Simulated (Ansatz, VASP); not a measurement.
# One calculation of SrO, two programs

```
Sr O
1.0
     0.00000    2.47973    2.71101
     2.71101    0.00000    2.71101
     2.71101    2.47973    0.00000
Sr O
1 1
Cartesian
  0.0000 0.0000 0.0000
  2.7110 2.4797 2.7110
```

Alike in both runs: task single point; functional PBE; k mesh 8 × 8 × 8; occupations gaussian, width 0.02 eV; no spin polarisation.

|  | VASP | Ansatz |
| --- | --- | --- |
| version | VASP 6.6.1 | Ansatz 0.2.0 |
| potentials or method | VASP PAW PBE potentials, release 64 (Sr_sv, O), cutoff 520 eV | scalar-relativistic, plane waves, PAW |
| valence electrons in the cell | 16 | 16 |

VASP gave:

| Quantity | Value |
| --- | --- |
| gap on the k mesh at the Fermi level (eV) | 2.88 |
| least direct gap on the mesh (eV) | 3.15 |
| pressure (GPa) | -1.1 |
| traceless stress, the component that is largest in VASP (GPa) | 6.92 |

Task: What did Ansatz give for the same quantities?

Result: gap on the k mesh at the Fermi level (eV): 2.93; least direct gap on the mesh (eV): 3.18; pressure (GPa): -1.6; traceless stress, the component that is largest in VASP (GPa): 6.52.

With one functional, cell and mesh, what is left measures potentials, basis and numerics.
